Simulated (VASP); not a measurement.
Wanted: the native input for a VASP 6.6.1 run.

- Task: relaxation of cell and atoms
- Functional: r2SCAN
- Potentials or basis: VASP PAW PBE potentials, release 64 (K_sv, F)
- Cutoff: 600 eV
- k mesh: 9 × 9 × 9
- Occupations: fermi-dirac, width 0.05 eV
- Spin: no spin polarisation
- Dipole correction: no
- Further INCAR settings: ALGO = Normal; EDIFF = 1e-06; IBRION = 2; EDIFFG = -0.01; NSW = 60; ISIF = 3

The system is KF (Carobbiite).

```
K F
1.0
     0.00000    2.67185    2.67185
     2.67185    0.00000    2.67185
     2.67185    2.67185    0.00000
K F
1 1
Direct
  0.00000 0.00000 0.00000
  0.50000 0.50000 0.50000
```

One way to write it, as run:

POSCAR

```
KF
1.0
    0.0000000000      2.6718500000      2.6718500000
    2.6718500000      0.0000000000      2.6718500000
    2.6718500000      2.6718500000      0.0000000000
K F
1 1
Direct
    0.0000000000      0.0000000000      0.0000000000
    0.5000000000      0.5000000000      0.5000000000
```

INCAR.step1

```
SYSTEM = KF
PREC     = Accurate       ! precision mode
ENCUT    = 600            ! plane-wave cutoff, eV
ISMEAR   = -1             ! smearing method
SIGMA    = 0.05           ! smearing width, eV
LREAL    = .False.        ! projectors in reciprocal space
LASPH    = .True.         ! aspherical terms in the spheres
NELM     = 80             ! most SCF steps
GGA      = PE             ! functional
ALGO     = Normal         ! electronic algorithm
EDIFF    = 1E-4           ! SCF threshold, eV
LWAVE    = .True.         ! write WAVECAR
LCHARG   = .False.        ! write CHGCAR
```

INCAR.step2

```
SYSTEM = KF
PREC     = Accurate       ! precision mode
ENCUT    = 600            ! plane-wave cutoff, eV
EDIFF    = 1E-6           ! SCF threshold, eV
ISMEAR   = -1             ! smearing method
SIGMA    = 0.05           ! smearing width, eV
LREAL    = .False.        ! projectors in reciprocal space
LASPH    = .True.         ! aspherical terms in the spheres
NELM     = 80             ! most SCF steps
ALGO     = Normal         ! electronic algorithm
ISIF     = 3              ! what is computed and relaxed
LWAVE    = .False.        ! write WAVECAR
LCHARG   = .False.        ! write CHGCAR
METAGGA  = R2SCAN         ! meta-GGA
LMIXTAU  = .True.       
IBRION   = 2              ! ionic algorithm
NSW      = 60             ! ionic steps
EDIFFG   = -0.01          ! ionic threshold
ISTART   = 1
```

KPOINTS

```
Automatic mesh
0
Gamma
  9 9 9
  0 0 0
```

Potentials or basis: VASP PAW PBE potentials, release 64 (K_sv, F).

Command:

```bash
$ cat potpaw_PBE.64/K_sv/POTCAR potpaw_PBE.64/F/POTCAR > POTCAR
$ cp INCAR.step1 INCAR
$ mpirun -np 1 vasp_std > vasp.out
$ cp INCAR.step2 INCAR
$ mpirun -np 1 vasp_std > vasp.out
```

Results of the run:

The relaxed volume is 18.79 Å³/atom, the relaxed cell is a = 3.760 Å, b = 3.760 Å, c = 3.760 Å, α = 60.00°, β = 60.00°, γ = 60.00° and the space group after relaxing (to 0.05 Å) is Fm-3m (No. 225). The energy gained by relaxing is 0.5 meV/atom and the ionic steps are 3. The pressure after relaxing is 0.0 GPa and the band gap on the k mesh is 6.91 eV, direct.

Caveat: the PAW data sets were made with another functional, which shifts forces and pressure a little.

Wall time 93 s on 1 thread of Intel(R) Xeon(R) 6975P-C (Granite Rapids), with other jobs on the host, peak memory 0.17 GiB.
